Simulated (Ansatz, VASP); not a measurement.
# One calculation of Al3Si2N3, two programs

```
Al Si N
1.0
     3.22808    0.00000    0.00000
    -1.61404    2.79560    0.00000
     0.00000    0.00000   11.16743
Al Si N
3 2 3
Direct
  0.33333 0.66667 0.51413
  0.33333 0.66667 0.96049
  0.66667 0.33333 0.73737
  0.33333 0.66667 0.18430
  0.66667 0.33333 0.29858
  0.66667 0.33333 0.46349
  0.66667 0.33333 0.90758
  0.33333 0.66667 0.68406
```

Alike in both runs: functional PBE; k mesh 6 × 6 × 2; occupations gaussian, width 0.2 eV; no spin polarisation.

Ansatz relaxed the structure, and its values are those at the end. VASP's run is a single point on that final structure, the one shown.

|  | VASP | Ansatz |
| --- | --- | --- |
| version | VASP 6.6.1 | Ansatz 0.2.0 |
| potentials or method | VASP PAW PBE potentials, release 64 (Al, Si, N), cutoff 520 eV | scalar-relativistic, plane waves, PAW |
| valence electrons in the cell | 32 | 32 |

```tsv
	VASP	Ansatz	Ansatz less VASP
gap on the k mesh at the Fermi level (eV)	none	none	-
pressure (GPa)	-0.3	-0.1	+0.22
rms of the force components (eV/Å)	0.015	0.018	+0.0031
```

A gap of «none» marks a metal or a gap that the smearing closes. With one functional, cell and mesh, what is left measures potentials, basis and numerics.

The k mesh is coarse, so the values compare programs but aren't converged.
